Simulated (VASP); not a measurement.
# ZrB5: single point with PBE

Crystal: ZrB5.

```
CELL_PARAMETERS angstrom
3.88753 -2.24516 0.00000
3.88753 2.24516 0.00000
-2.56893 0.00000 4.23978
ATOMIC_POSITIONS crystal
Zr 0.16669 0.83331 0.50000
B 0.00317 0.99683 0.00000
B 0.33010 0.33314 0.99974
B 0.66686 0.66990 0.00026
B 0.50039 0.16720 0.50118
B 0.83280 0.49961 0.49882
```

```
Program                : VASP 6.6.1
Task                   : single point
Functional             : PBE
Potentials or basis    : VASP PAW PBE potentials, release 64 (Zr_sv, B)
Cutoff                 : 520 eV
k mesh                 : 6 × 6 × 4
Occupations            : gaussian, width 0.1 eV
Spin                   : no spin polarisation
Dipole correction      : no
Further INCAR settings : ALGO = Normal; EDIFF = 1e-07; NBANDS = 22
```

```json
{
 "Pressure": "-24.3 GPa",
 "Largest force": "0.731 eV/Å"
}
```

Forces in eV/Å, atoms in the order of the input:
```
Zr   0.000  0.015  0.000
B    0.000  0.240  0.000
B    0.207 -0.140 -0.043
B   -0.207 -0.140  0.043
B    0.015  0.013  0.730
B   -0.015  0.013 -0.730
```

Stress tensor (GPa, compression positive):
```
-19.76   0.00   0.18
  0.00 -19.88   0.00
  0.18   0.00 -33.20
```

Levels at points of the mesh, in eV from the Fermi level:
| k point | band 12 | band 13 | band 14 | band 15 | band 16 | band 17 |
| --- | --- | --- | --- | --- | --- | --- |
| (0.00, 0.00, 0.00) | -2.27 | -1.66 | -1.32 | -1.31 | 0.12 | 1.95 |
| (0.50, 0.00, 0.00) | -2.14 | -0.89 | -0.07 | 0.95 | 2.88 | 2.98 |
| (0.50, 0.50, 0.00) | -0.30 | 0.18 | 0.72 | 0.87 | 1.88 | 2.57 |
| (0.00, 0.00, 0.50) | -1.73 | -1.02 | -0.99 | 1.26 | 1.30 | 2.10 |
| (0.50, 0.00, 0.50) | -0.30 | 0.17 | 0.74 | 0.87 | 1.91 | 2.62 |
| (0.50, 0.50, 0.50) | -2.13 | -0.90 | -0.07 | 0.98 | 2.90 | 2.97 |

Wall time 44 s on 1 thread of Intel(R) Xeon(R) 6975P-C (Granite Rapids), with other jobs on the host, peak memory 0.25 GiB.

Caveat: the k points lie up to 0.37 Å⁻¹ apart.
